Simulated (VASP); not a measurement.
A run of VASP 6.6.1:

File INCAR:

```
SYSTEM = GeP5
  PREC = Accurate
  ENCUT = 520
  EDIFF = 1E-6
  ISMEAR = 0
  SIGMA = 0.1
  LREAL = .FALSE.
  LASPH = .TRUE.
  NELM = 60
  ALGO = Normal
  ISIF = 2
  LWAVE = .FALSE.
  LCHARG = .FALSE.
  GGA = PE
  NBANDS = 28
```

File KPOINTS:

```
Automatic mesh
0
G
  4 4 4
  0 0 0
```

File POSCAR:

```
GeP5
1.0
   -2.4504050885      2.4504050885      4.6122758295
    2.4504050885     -2.4504050885      4.6122758295
    2.4504050885      2.4504050885     -4.6122758295
Ge P
1 5
Direct
    0.0000000000      0.0000000000      0.0000000000
    0.3733207406      0.8733207406      0.5000000000
    0.8733207406      0.3733207406      0.5000000000
    0.6266792594      0.1266792594      0.5000000000
    0.1266792594      0.6266792594      0.5000000000
    0.5000000000      0.5000000000      0.0000000000
```

Potentials or basis: VASP PAW PBE potentials, release 64 (Ge_d, P).

Command:

```bash
$ cat potpaw_PBE.64/Ge_d/POTCAR potpaw_PBE.64/P/POTCAR > POTCAR
$ mpirun -np 1 vasp_std > vasp.out
```

Hardware: 1 thread of Intel(R) Xeon(R) 6975P-C (Granite Rapids) (shared host).

Problem. Estimate the wall time of this run.

Solution. It took 31 s on 1 thread of Intel(R) Xeon(R) 6975P-C (Granite Rapids), on a shared host, peak memory 0.31 GiB. Counts: scf iterations 14, k points 13.
